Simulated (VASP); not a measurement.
Here is a VASP 6.6.1 calculation.

INCAR

```
PREC = Accurate
ENCUT = 520
EDIFF = 1E-7
ISMEAR = 0
SIGMA = 0.1
LREAL = False
LASPH = True
NELM = 80
ALGO = Normal
ISIF = 2
LWAVE = False
LCHARG = False
GGA = PE
NBANDS = 26
```

KPOINTS

```
Automatic mesh
0
Gamma
  12 8 6
```

Contents of POSCAR:

```
NaB3
1.0
    2.9633157718      0.0000000000      0.0000000000
    0.0000000000      4.9086175454      0.0000000000
    0.0000000000      0.0000000000      5.7436061592
Na B
2 6
Direct
    0.0000000000      0.0000000000      0.5880523579
    0.5000000000      0.5000000000      0.4119476421
    0.0000000000      0.1656475998      0.1052314535
    0.0000000000      0.8343524002      0.1052314535
    0.5000000000      0.6656475998      0.8947685465
    0.5000000000      0.3343524002      0.8947685465
    0.5000000000      0.0000000000      0.9669602894
    0.0000000000      0.5000000000      0.0330397106
```

Potentials or basis: VASP PAW PBE potentials, release 64 (Na_pv, B).

The run is started by

```sh
$ cat potpaw_PBE.64/Na_pv/POTCAR potpaw_PBE.64/B/POTCAR > POTCAR
$ mpirun -np 1 vasp_std > vasp.out
```

(1) What does it give for the pressure?

(2) What does it give for the band gap on the k mesh?

Answers

(1) 0.0 GPa.

(2) zero (bands 16 and 17 overlap by 0.76 eV).
